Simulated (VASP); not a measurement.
A run of VASP 6.6.1:

INCAR

```
SYSTEM = PbSe
ALGO = Normal
EDIFF = 1E-6
ENCUT = 520
GGA = PE
ISIF = 2
ISMEAR = 0
IVDW = 12
LASPH = .True.
LCHARG = .True.
LELF = .True.
LREAL = .False.
LVHAR = .True.
LWAVE = .False.
NBANDS = 17
NELM = 80
PREC = Accurate
SIGMA = 0.03
```

Contents of KPOINTS:

```
k-points
0
Gamma
  10 10 10
  0 0 0
```

POSCAR

```
PbSe
1.0
    0.0000000000      2.9548888982      2.9079061648
    2.9548888982      0.0000000000      2.9079061648
    2.9548888982      2.9548888982      0.0000000000
Pb Se
1 1
Direct
    0.0000000000      0.0000000000      0.0000000000
    0.5000000000      0.5000000000      0.5000000000
```

Potentials or basis: VASP PAW PBE potentials, release 64 (Pb_d, Se).

The run is started by

```console
$ cat potpaw_PBE.64/Pb_d/POTCAR potpaw_PBE.64/Se/POTCAR > POTCAR
$ mpirun -np 1 vasp_std > vasp.out
```

Hardware: 1 thread of Intel(R) Xeon(R) Platinum 8488C (Sapphire Rapids), with other jobs on the host.

**Question.** Estimate the wall time of this run.

**Answer.** It took 60 s on 1 thread of Intel(R) Xeon(R) Platinum 8488C (Sapphire Rapids) (shared host), peak memory 0.24 GiB. Counts: scf iterations 12, k points 102.
